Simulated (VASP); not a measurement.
Runs of VASP 6.6.1 on MnO2. It takes space group P4_2/mnm (No. 136, tetragonal). Conventional cell: a = 4.396 Å, b = 4.396 Å, c = 2.871 Å, α = 90.00°, β = 90.00°, γ = 90.00°. Mn (site symmetry mmm) has 6 O at 1.88 to 1.89 Å within 2.5 Å. Within 2.5 Å of O (site symmetry m2m) lie 3 Mn at 1.88 to 1.89 Å and 1 O at 2.46 Å. 

| spin | fixed moment (μB) | gap on the mesh (eV) | pressure (GPa) | moment (μB) | largest force (eV/Å) |
| --- | --- | --- | --- | --- | --- |
| collinear, antiferromagnetic start | - | 0.24 | -7.1 | 0.00 | 0.52 |
| collinear, zero start | 0.0 | - | -18.4 | 0.00 | 0.25 |
| collinear, ferromagnetic start | - | (b) | (a) | 6.02 | 0.53 |
| collinear | 4.5 | - | -9.0 | 4.50 | 0.53 |

Alike in all rows: task single point; level LDA+U; potentials or basis VASP PAW LDA potentials, release 64 (Mn_pv, O); Mn d U = 4.0 eV; cell as given; k mesh 4 × 4 × 7; cutoff (eV) 520; smearing gaussian 0.05 eV.

Question: Estimate the missing entries.

Answer: (a) -5.5; (b) none.

Caveats: the cell stands under tension (at least some runs); semilocal functionals underestimate gaps, and a narrow one can read as zero (at least some runs); the stress differs along the axes, from -21 to -14 GPa (at least some runs); the total moment is fixed, so each spin has its own Fermi level (at least some runs); the run started ferromagnetic, and an antiferromagnetic order may lie lower in energy (at least some runs); the total moment is fixed, so each spin has its own Fermi level and the state may be an excited one (at least some runs).

A k mesh can miss the band edges.
